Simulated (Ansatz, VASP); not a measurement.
**BN in VASP and in Ansatz**

```xyz
2
Lattice="1.2531 0.7235 3.2939 -1.2531 0.7235 3.2939 0.0000 -1.4469 3.2939" Properties=species:S:1:pos:R:3 pbc="T T T"
B     0.0000    0.0000    9.8788
N     0.0000    0.0000    3.2880
```

Alike in both runs: functional PBE; dispersion D3(BJ); k mesh 12 × 12 × 12; no spin polarisation.

Ansatz relaxed the structure, and its values are those at the end. VASP's run is a single point on that final structure, the one shown.

|  | VASP | Ansatz |
| --- | --- | --- |
| version | VASP 6.6.1 | Ansatz 0.2.0 |
| potentials or method | VASP PAW PBE potentials, release 64 (B, N), cutoff 520 eV | scalar-relativistic, plane waves, PAW |
| occupations | gaussian, width 0.01 eV | fixed |
| valence electrons in the cell | 8 | 8 |

Ansatz gave:

* gap on the k mesh at the Fermi level (eV): 4.24
* least direct gap on the mesh (eV): 4.69
* pressure (GPa): 0.0

Question: Estimate VASP's values.

Answer: gap on the k mesh at the Fermi level (eV): 4.23; least direct gap on the mesh (eV): 4.69; pressure (GPa): 0.1.
